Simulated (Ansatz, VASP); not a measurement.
## One calculation of Mg, two programs

```xyz
2
Lattice="3.1659 0.0000 0.0000 -1.5830 2.7418 0.0000 0.0000 0.0000 5.1399" Properties=species:S:1:pos:R:3 pbc="T T T"
Mg    1.5830    0.9139    3.8549
Mg    0.0000    1.8278    1.2850
```

Alike in both runs: task single point; functional RPBE; dispersion D3(BJ); k mesh 10 × 10 × 5; occupations fermi-dirac, width 0.05 eV; no spin polarisation.

|  | VASP | Ansatz |
| --- | --- | --- |
| version | VASP 6.6.1 | Ansatz 0.2.0 |
| potentials or method | VASP PAW PBE potentials, release 64 (Mg) | Ansatz PAW |
| plane-wave cutoff (eV) | 520 | 420 |
| valence electrons in the cell | 4 | 20 |

Ansatz gave:

```
gap on the k mesh at the Fermi level (eV)                     : none
pressure (GPa)                                                : -12.3
traceless stress, the component that is largest in VASP (GPa) : 0.67
```

What did VASP give for the same quantities?

gap on the k mesh at the Fermi level (eV): none; pressure (GPa): -12.5; traceless stress, the component that is largest in VASP (GPa): 0.67.

VASP's potentials were made for PBE, not for RPBE. A gap of «none» marks a metal or a gap that the smearing closes. VASP's potentials hold 4 valence electrons a cell and Ansatz's 20, so a difference there can come from the potentials and not from the codes.
